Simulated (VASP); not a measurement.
# Li2SbMo3 (Cmmm) in VASP: a series of runs, part 2 of 2

VASP 6.6.1. The steps go on from the part before.

**3. Single point, PBE**

This run uses another cell than the first one, of 16.33 Å³/atom.

File INCAR:

```
SYSTEM = Li2SbMo3
PREC = Accurate
ENCUT = 520
EDIFF = 1E-6
ISMEAR = 0
SIGMA = 0.1
LREAL = .False.
LASPH = .True.
NELM = 100
ALGO = Fast
ISIF = 2
LWAVE = .False.
LCHARG = .False.
GGA = PE
NBANDS = 36
```

File KPOINTS:

```
regular mesh
0
Gamma
  8 8 10
  0 0 0
```

File POSCAR:

```
Li2SbMo3
1.0
    2.4932161838     -4.4377464496      0.0000000000
    2.4932161838      4.4377464496      0.0000000000
    0.0000000000      0.0000000000      4.4284307721
Li Sb Mo
2 1 3
Direct
    0.0000000000      0.5000000000      0.5000000000
    0.5000000000      0.0000000000      0.5000000000
    0.5000000000      0.5000000000      0.0000000000
    0.1631225424      0.8368774576      0.0000000000
    0.8368774576      0.1631225424      0.0000000000
    0.0000000000      0.0000000000      0.5000000000
```

Potentials or basis: VASP PAW PBE potentials, release 64 (Li_sv, Sb, Mo_sv).

Command:

```bash
$ cat potpaw_PBE.64/Li_sv/POTCAR potpaw_PBE.64/Sb/POTCAR potpaw_PBE.64/Mo_sv/POTCAR > POTCAR
$ mpirun -np 1 vasp_std > vasp.out
```

OUTCAR:

```text
SYSTEM = Li2SbMo3
   PREC = Accurate
   ENCUT = 520
   EDIFF = 1E-6
   ISMEAR = 0
   LREAL = .False.
   LASPH = .True.
   NELM = 100
   ISIF = 2
   GGA = PE

 ion  position               nearest neighbor table
   1  0.000  0.500  0.500-   2 2.49   2 2.49   6 2.55   6 2.55   4 2.66   4 2.66   5 2.66   5 2.66

   2  0.500  0.000  0.500-   1 2.49   1 2.49   6 2.55   6 2.55   5 2.66   5 2.66   4 2.66   4 2.66

   3  0.500  0.500  0.000-   4 2.88   5 2.88   4 2.88   5 2.88   4 2.99   5 2.99   6 3.33   6 3.33
                             6 3.33   6 3.33
   4  0.163  0.837  0.000-   6 2.65   6 2.65   1 2.66   1 2.66   2 2.66   2 2.66   3 2.88   3 2.88
                             5 2.90   5 2.93   5 2.93   3 2.99
[... 1151 lines left out ...]
  Total        0.0374741      0.0945324      0.1062035      0.0000000      0.0000000      0.0000000
  in kB        0.6126886      1.5455711      1.7363895      0.0000000      0.0000000      0.0000000
  external PRESSURE =       1.2982164 kB  Pullay stress =       0.0000000 kB

 VOLUME and BASIS-vectors are now :
 -----------------------------------------------------------------------------
  energy-cutoff  :      520.00
  volume of cell :       97.99
      direct lattice vectors                 reciprocal lattice vectors
     2.493216184 -4.437746450  0.000000000     0.200544182 -0.112669799  0.000000000
     2.493216184  4.437746450  0.000000000     0.200544182  0.112669799  0.000000000
     0.000000000  0.000000000  4.428430772     0.000000000  0.000000000  0.225813624

 POSITION                                       TOTAL-FORCE (eV/Angst)
 -----------------------------------------------------------------------------------
      1.24661      2.21887      2.21422         0.000000      0.000000     -0.000000
      1.24661     -2.21887      2.21422         0.000000      0.000000     -0.000000
      2.49322      0.00000      0.00000        -0.000000      0.000000     -0.000000
      2.49322      2.98995      0.00000         0.000000     -0.017373      0.000000
      2.49322     -2.98995      0.00000         0.000000      0.017373     -0.000000
      0.00000      0.00000      2.21422         0.000000      0.000000     -0.000000
 -----------------------------------------------------------------------------------
    total drift:                                0.000000     -0.000000     -0.000000

  FREE ENERGIE OF THE ION-ELECTRON SYSTEM (eV)
  ---------------------------------------------------
  free  energy   TOTEN  =       -37.8000940953 eV

  energy  without entropy=      -37.7799184804  energy(sigma->0) =      -37.79000629
```

stdout:

```text
POSCAR found type information on POSCAR LiSbMo
 POSCAR found :  3 types and       6 ions
 scaLAPACK will be used
 LDA part: xc-table for (Slater+PW92), standard interpolation
 POSCAR, INCAR and KPOINTS ok, starting setup
 FFT: planning ... GRIDC
 FFT: planning ... GRID_SOFT
 FFT: planning ... GRID
 WAVECAR not read
 entering main loop
WARNING in EDDRMM: call to ZHEGV failed, returncode =   8  4     30
WARNING in EDDRMM: call to ZHEGV failed, returncode =   8  4     33
WARNING in EDDRMM: call to ZHEGV failed, returncode =   8  4     28
WARNING in EDDRMM: call to ZHEGV failed, returncode =   6  3     16
WARNING in EDDRMM: call to ZHEGV failed, returncode =   6  3     22
WARNING in EDDRMM: call to ZHEGV failed, returncode =   6  3     32
WARNING in EDDRMM: call to ZHEGV failed, returncode =   6  3     23
WARNING in EDDRMM: call to ZHEGV failed, returncode =   6  3     31
WARNING in EDDRMM: call to ZHEGV failed, returncode =   8  4     35
```

Wall time 18 min (1 thread of Intel Xeon Platinum 8488C (Sapphire Rapids), shared host); peak memory 0.5 GiB.

What came out:

* Free energy: -37.8001 eV
* Largest force: 0.017 eV/Å
* Band gap on the k mesh: zero (an odd number of electrons rules out a gap without spin polarisation)

Forces on the atoms (eV/Å):
```
Li   0.000  0.000  0.000
Li   0.000  0.000  0.000
Sb   0.000  0.000  0.000
Mo   0.000 -0.017  0.000
Mo   0.000  0.017  0.000
Mo   0.000  0.000  0.000
```

Caveat: the cutoff is under 1.25 times the usual one of these potentials, so pressure, stress and relaxed cells hold a basis-set (Pulay) error; spin-orbit coupling is left out, which moves the levels of the heavy elements.

**4. Single point, PBE, collinear spin**

File INCAR:

```
SYSTEM = Li2SbMo3
PREC = Accurate
ENCUT = 520
EDIFF = 1E-7
ISMEAR = 0
SIGMA = 0.1
LREAL = .False.
LASPH = .True.
NELM = 150
ALGO = Normal
ISIF = 2
LWAVE = .False.
LCHARG = .False.
ISPIN = 2
MAGMOM = 0 0 0 1 1 1
LORBIT = 11
LMAXMIX = 4
GGA = PE
NBANDS = 40
```

File KPOINTS:

```
Automatic mesh
0
Gamma
  4 4 4
  0 0 0
```

File POSCAR:

```
Li2SbMo3
1.0
    2.7075373300     -4.5280117600      0.0000000000
    2.7075373300      4.5280117600      0.0000000000
    0.0000000000      0.0000000000      4.2335890800
Li Sb Mo
2 1 3
Direct
    0.0000000000      0.5000000000      0.5000000000
    0.5000000000      0.0000000000      0.5000000000
    0.5000000000      0.5000000000      0.0000000000
    0.1610669000      0.8389331000      0.0000000000
    0.8389331000      0.1610669000      0.0000000000
    0.0000000000      0.0000000000      0.5000000000
```

Command:

```bash
$ cat potpaw_PBE.64/Li_sv/POTCAR potpaw_PBE.64/Sb/POTCAR potpaw_PBE.64/Mo_sv/POTCAR > POTCAR
$ mpirun -np 1 vasp_std > vasp.out
```

It took 4.6 min on 1 thread of Intel Xeon Platinum 8488C (Sapphire Rapids), shared host; peak memory 0.33 GiB.

It converged, with:

| Quantity | Value |
| --- | --- |
| Free energy | -37.3802 eV |
| Largest force | 0.395 eV/Å |
| Net moment | 0.00 μB per cell |
| Valence electrons inside the program's atomic spheres | Li 2.15; Sb 2.31; Mo 12.47, 12.57 (each value once) |

Forces on the atoms (eV/Å):
```
Li   0.000  0.000  0.000
Li   0.000  0.000  0.000
Sb   0.000  0.000  0.000
Mo   0.000 -0.395  0.000
Mo   0.000  0.395  0.000
Mo   0.000  0.000  0.000
```

Levels at points of the mesh, in eV from the Fermi level:
Spin up:
```
           k point  band 25  band 26  band 27  band 28  band 29  band 30
(0.00, 0.00, 0.00)    -1.07    -0.64    -0.61    -0.47     0.21     1.90
(0.50, 0.00, 0.00)    -0.44    -0.15     0.15     0.38     1.13     1.44
(0.50, 0.50, 0.00)    -1.16    -0.08     0.46     0.53     1.03     1.36
(0.00, 0.00, 0.50)    -0.81    -0.59    -0.46    -0.12     1.65     1.74
(0.50, 0.00, 0.50)    -0.66    -0.50     0.12     0.15     0.25     0.95
(0.50, 0.50, 0.50)    -1.27    -1.15     0.38     0.90     1.09     1.62
```
Spin down:
```tsv
k point	band 23	band 24	band 25	band 26	band 27	band 28	band 29	band 30	band 31	band 32
(0.00, 0.00, 0.00)	-1.28	-1.18	-1.07	-0.64	-0.61	-0.47	0.21	1.90	2.56	2.71
(0.50, 0.00, 0.00)	-1.43	-1.33	-0.44	-0.15	0.15	0.38	1.13	1.44	1.69	2.27
(0.50, 0.50, 0.00)	-1.50	-1.28	-1.16	-0.08	0.46	0.53	1.03	1.36	1.52	1.54
(0.00, 0.00, 0.50)	-0.99	-0.87	-0.81	-0.59	-0.46	-0.12	1.65	1.74	1.91	2.02
(0.50, 0.00, 0.50)	-1.65	-0.89	-0.66	-0.50	0.12	0.14	0.25	0.95	1.52	1.84
(0.50, 0.50, 0.50)	-1.92	-1.44	-1.27	-1.15	0.38	0.90	1.09	1.62	2.01	2.31
```

Caveat: the k points lie up to 0.37 Å⁻¹ apart; the cutoff is under 1.25 times the usual one of these potentials, so pressure, stress and relaxed cells hold a basis-set (Pulay) error; spin-orbit coupling is left out, which moves the levels of the heavy elements.

**5. Overview**

| spin | cell | k mesh | gap on the mesh (eV) | largest force (eV/Å) |
| --- | --- | --- | --- | --- |
| off | a = 5.276, b = 5.276, c = 4.234 Å, angles 90.0, 90.0, 118.2°, 6 atoms, atomic positions A | 4 × 4 × 4 | none | 0.39 |
| off | a = 5.090, b = 5.090, c = 4.428 Å, angles 90.0, 90.0, 121.3°, 6 atoms, atomic positions B | 8 × 8 × 10 | none | 0.02 |
| collinear | a = 5.276, b = 5.276, c = 4.234 Å, angles 90.0, 90.0, 118.2°, 6 atoms, atomic positions A | 4 × 4 × 4 | none | 0.39 |

Alike in all rows: task single point; level PBE; potentials or basis VASP PAW PBE potentials, release 64 (Li_sv, Sb, Mo_sv); cutoff (eV) 520; smearing gaussian 0.1 eV.

Caveats: some runs use coarse meshes; the cutoff is under 1.25 times the usual one of these potentials, so pressure, stress and relaxed cells hold a basis-set (Pulay) error; spin-orbit coupling is left out, which moves the levels of the heavy elements.

Total energies depend on the potentials used, so only differences within one code and one set of settings carry meaning.
